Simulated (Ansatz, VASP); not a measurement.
# Two plane-wave programs on Zn2W

INCAR

```
  ALGO = Normal
  EDIFF = 1E-6
  ENCUT = 520
  GGA = PE
  ISIF = 2
  ISMEAR = 0
  LASPH = True
  LCHARG = True
  LELF = True
  LREAL = False
  LVHAR = True
  LWAVE = False
  NBANDS = 47
  NELM = 100
  PREC = Accurate
  SIGMA = 0.1
```

KPOINTS

```
k-points
0
Gamma
  4 4 4
```

The input POSCAR:

```
Zn2W
1.0
    0.0000000000      3.5449062349      3.5449062349
    3.5449062349      0.0000000000      3.5449062349
    3.5449062349      3.5449062349      0.0000000000
Zn W
4 2
Direct
    0.6250000000      0.6250000000      0.6250000000
    0.1250000000      0.6250000000      0.6250000000
    0.6250000000      0.6250000000      0.1250000000
    0.6250000000      0.1250000000      0.6250000000
    0.0000000000      0.0000000000      0.0000000000
    0.2500000000      0.2500000000      0.2500000000
```

Input for Ansatz:

```yaml
crystal:
  lattice:
    - [0.0, 3.5449062349, 3.5449062349]
    - [3.5449062349, 0.0, 3.5449062349]
    - [3.5449062349, 3.5449062349, 0.0]
  atoms:
    - { symbol: Zn, position: [0.625, 0.625, 0.625] }
    - { symbol: Zn, position: [0.125, 0.625, 0.625] }
    - { symbol: Zn, position: [0.625, 0.625, 0.125] }
    - { symbol: Zn, position: [0.625, 0.125, 0.625] }
    - { symbol: W, position: [0.0, 0.0, 0.0] }
    - { symbol: W, position: [0.25, 0.25, 0.25] }
basis:
  ecutwfc: 420
kpoints:
  mp_grid: { grid: [4, 4, 4] }
hamiltonian:
  xc: pbe
scf:
  occupations: { method: gaussian, width: 0.1 }
  lower_state_search: "off"
output:
  forces: true
  stress: true
  eigenvalues: true
```

Alike in both runs: task single point; functional PBE; k mesh 4 × 4 × 4; occupations gaussian, width 0.1 eV; no spin polarisation.

|  | VASP | Ansatz |
| --- | --- | --- |
| version | VASP 6.6.1 | Ansatz 0.2.0 |
| potentials or method | VASP PAW PBE potentials, release 64 (Zn, W_sv), cutoff 520 eV | scalar-relativistic, plane waves, PAW |
| valence electrons in the cell | 76 | 76 |

|  | VASP | Ansatz | Ansatz less VASP |
| --- | --- | --- | --- |
| gap on the k mesh at the Fermi level (eV) | 0.65 | 0.65 | 0.000 |
| least direct gap on the mesh (eV) | 0.69 | 0.68 | -0.003 |
| pressure (GPa) | -9.6 | -10.0 | -0.47 |

The functional is the same, so the differences come from potentials, cutoffs and numerics.

Spin-orbit coupling is off throughout.
